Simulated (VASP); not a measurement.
# Al (P6/mmm) in VASP: notebook, part 2 of 2

VASP 6.6.1. The steps go on from the part before.

## 3. Single point, PBE

This run uses another cell than the first one, of 16.74 Å³/atom, 0.896 times its volume.

Input file INCAR:

```
SYSTEM = Al
PREC = Accurate
ENCUT = 520
EDIFF = 1E-6
ISMEAR = 0
SIGMA = 0.1
LREAL = .False.
LASPH = .True.
NELM = 100
ALGO = Normal
ISIF = 2
LWAVE = .False.
LCHARG = .False.
GGA = PE
NBANDS = 8
```

Input file KPOINTS:

```
Automatic mesh
0
Gamma
  9 9 8
  0 0 0
```

Input file POSCAR:

```
Al
1.0
    2.7452437044      0.0000000000      0.0000000000
   -1.3726218522      2.3774507876      0.0000000000
    0.0000000000      0.0000000000      2.5650870863
Al
1
Direct
    0.0000000000      0.0000000000      0.0000000000
```

Potentials or basis: VASP PAW PBE potentials, release 64 (Al).

Command:

```bash
$ cat potpaw_PBE.64/Al/POTCAR > POTCAR
$ mpirun -np 1 vasp_std > vasp.out
```

OUTCAR:

```text
SYSTEM = Al
   PREC = Accurate
   ENCUT = 520
   EDIFF = 1E-6
   ISMEAR = 0
   LREAL = .False.
   LASPH = .True.
   NELM = 100
   ISIF = 2
   GGA = PE

 ion  position               nearest neighbor table
   1  0.000  0.000  0.000-

  LATTYP: Found a hexagonal cell.
 ALAT       =     2.7452437044
 C/A-ratio  =     0.9343750000

  Lattice vectors:

 A1 = (   2.7452437044,   0.0000000000,   0.0000000000)
 A2 = (  -1.3726218522,   2.3774507876,   0.0000000000)
 A3 = (   0.0000000000,   0.0000000000,   2.5650870863)

[... 434 lines left out ...]
      1       5.4714      2.00000
      2       5.4714      2.00000
      3       5.6978      2.00000
      4      20.8974      0.00000
      5      21.5690      0.00000
      6      21.5690      0.00000
      7      28.0510      0.00000
      8      28.8151      0.00000

 [... further k-points ...]
[... 5 lines left out ...]
  --------------------------------------------------------------------------------------
  -------------------------------------------------------------------------------------
  Total        0.3486697      0.3486697      2.4213628      0.0000000      0.0000000     -0.0000000
  in kB       33.3680017     33.3680017    231.7265981      0.0000000      0.0000000     -0.0000000
  external PRESSURE =      99.4875338 kB  Pullay stress =       0.0000000 kB

 VOLUME and BASIS-vectors are now :
 -----------------------------------------------------------------------------
  energy-cutoff  :      520.00
  volume of cell :       16.74
      direct lattice vectors                 reciprocal lattice vectors
     2.745243704  0.000000000  0.000000000     0.364266385  0.210309295  0.000000000
    -1.372621852  2.377450788  0.000000000     0.000000000  0.420618591  0.000000000
     0.000000000  0.000000000  2.565087086     0.000000000  0.000000000  0.389850312

 POSITION                                       TOTAL-FORCE (eV/Angst)
 -----------------------------------------------------------------------------------
      0.00000      0.00000      0.00000        -0.000000      0.000000      0.000000
 -----------------------------------------------------------------------------------
    total drift:                                0.000000      0.000000      0.000000

  FREE ENERGIE OF THE ION-ELECTRON SYSTEM (eV)
  ---------------------------------------------------
  free  energy   TOTEN  =        -3.4630060397 eV

  energy  without entropy=       -3.4604004843  energy(sigma->0) =       -3.46170326
```

stdout:

```text
POSCAR found type information on POSCAR Al
 POSCAR found :  1 types and       1 ions
 scaLAPACK will be used
 LDA part: xc-table for (Slater+PW92), standard interpolation
 POSCAR, INCAR and KPOINTS ok, starting setup
 FFT: planning ... GRIDC
 FFT: planning ... GRID_SOFT
 FFT: planning ... GRID
 WAVECAR not read
 entering main loop
```

It took 4.8 s on 1 thread of Intel Xeon Platinum 8488C (Sapphire Rapids), shared host; peak memory 0.12 GiB.

What came out:

```yaml
Free_energy: -3.4630 eV
Pressure: 9.9 GPa
```

## 4. Relaxation of cell and atoms, PBE

This run uses another cell than the first one, of 16.74 Å³/atom, 0.896 times its volume.

Input file INCAR:

```
SYSTEM = Al
PREC = Accurate ; ENCUT = 600
EDIFF = 1E-6 ; ISMEAR = 0
SIGMA = 0.1 ; LREAL = .False.
LASPH = .True. ; NELM = 60
ALGO = Fast ; ISIF = 3
LWAVE = .False. ; LCHARG = .False.
GGA = PE ; IBRION = 2
NSW = 90 ; EDIFFG = -0.04
```

Input file KPOINTS:

```
regular mesh
0
Gamma
  9 9 6
  0 0 0
```

POSCAR is that of step 3.

Command:

```bash
$ cat potpaw_PBE.64/Al/POTCAR > POTCAR
$ mpirun -np 1 vasp_std > vasp.out
```

Run time: 16 s. Hardware: 1 thread of Intel Xeon Platinum 8488C (Sapphire Rapids), shared host; peak memory 0.13 GiB.

It converged, with:

| Item | Value |
| --- | --- |
| Free energy | -3.5387 eV |
| Relaxed volume | 18.71 Å³/atom |
| Relaxed cell | a = 2.783 Å, b = 2.783 Å, c = 2.791 Å, α = 90.00°, β = 90.00°, γ = 120.00° |
| Space group after relaxing (to 0.05 Å) | P6/mmm (No. 191) |
| Energy gained by relaxing | 109.7 meV/atom |
| Ionic steps | 8 |
| Pressure after relaxing | -0.1 GPa |

Stress tensor (GPa, compression positive):
```
 0.00  0.00  0.00
 0.00  0.00  0.00
 0.00  0.00 -0.24
```

Step by step:
| step | energy change (eV) | largest force (eV/Å) | pressure (GPa) | volume (Å³) |
| --- | --- | --- | --- | --- |
| 1 | 0.0000 | 0.0000 | 9.86 | 16.74 |
| 2 | -0.1002 | 0.0000 | -1.70 | 19.28 |
| 3 | -0.1076 | 0.0000 | 0.62 | 18.57 |
| 4 | -0.1080 | 0.0000 | 0.90 | 18.48 |
| 5 | -0.1081 | 0.0000 | 1.17 | 18.40 |
| 6 | -0.1081 | 0.0000 | 1.06 | 18.44 |
| 7 | -0.1096 | 0.0000 | -0.38 | 18.79 |
| 8 | -0.1097 | 0.0000 | -0.08 | 18.71 |

Final structure:
```
Al
1.0
     2.78268    0.00000    0.00000
    -1.39134    2.40987    0.00000
     0.00000    0.00000    2.79068
Al
1
Cartesian
  0.0000 0.0000 0.0000
```

Levels at points of the mesh, in eV from the Fermi level:
| k point | band 1 | band 2 | band 3 | band 4 | band 5 |
| --- | --- | --- | --- | --- | --- |
| (0.00, 0.00, 0.00) | -10.08 | 7.48 | 7.69 | 12.99 | 12.99 |
| (0.00, 0.00, 0.50) | -6.17 | -4.59 | 15.14 | 15.14 | 16.27 |

Caveat: the k points lie up to 0.38 Å⁻¹ apart in the final cell.

## 5. Summary

```tsv
task	cell	k mesh	cutoff (eV)	gap on the mesh (eV)	pressure (GPa)
single point	a = 2.783, b = 2.783, c = 2.787 Å, angles 90.0, 90.0, 120.0°, 1 atom	9 × 9 × 6	520	none	0.0
single point	a = 2.745, b = 2.745, c = 2.565 Å, angles 90.0, 90.0, 120.0°, 1 atom	9 × 9 × 8	520	none	9.9
relaxation of cell and atoms	relaxed from a = 2.745, b = 2.745, c = 2.565 Å, angles 90.0, 90.0, 120.0°, 1 atom	9 × 9 × 6	600	none	-0.1
```

Alike in all rows: level PBE; potentials or basis VASP PAW PBE potentials, release 64 (Al); no spin polarisation; smearing gaussian 0.1 eV.

Caveats: some runs use coarse meshes.

Total energies depend on the potentials used, so only differences within one code and one set of settings carry meaning.
